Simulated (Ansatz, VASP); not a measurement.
## Ba: VASP beside Ansatz

```
CELL_PARAMETERS angstrom
4.31161 0.00000 0.00000
-2.15581 3.73397 0.00000
0.00000 0.00000 3.91341
ATOMIC_POSITIONS crystal
Ba 0.00000 0.00000 0.00000
```

Alike in both runs: task single point; functional revPBE; k mesh 6 × 6 × 4; occupations fermi-dirac, width 0.039 eV; no spin polarisation.

|  | VASP | Ansatz |
| --- | --- | --- |
| version | VASP 6.6.1 | Ansatz 0.2.0 |
| potentials or method | VASP PAW PBE potentials, release 64 (Ba_sv), cutoff 500 eV | scalar-relativistic, plane waves, PAW |
| valence electrons in the cell | 10 | 10 |

```csv
,VASP,Ansatz,Ansatz less VASP
gap on the k mesh at the Fermi level (eV),none,none,-
pressure (GPa),0.6,0.5,-0.08
"traceless stress, the component that is largest in VASP (GPa)",0.65,0.62,-0.035
```

VASP's potentials were made for PBE, not for revPBE. A gap of «none» marks a metal or a gap that the smearing closes.

The k mesh is coarse, so the values compare programs but aren't converged. Spin-orbit coupling is off throughout.
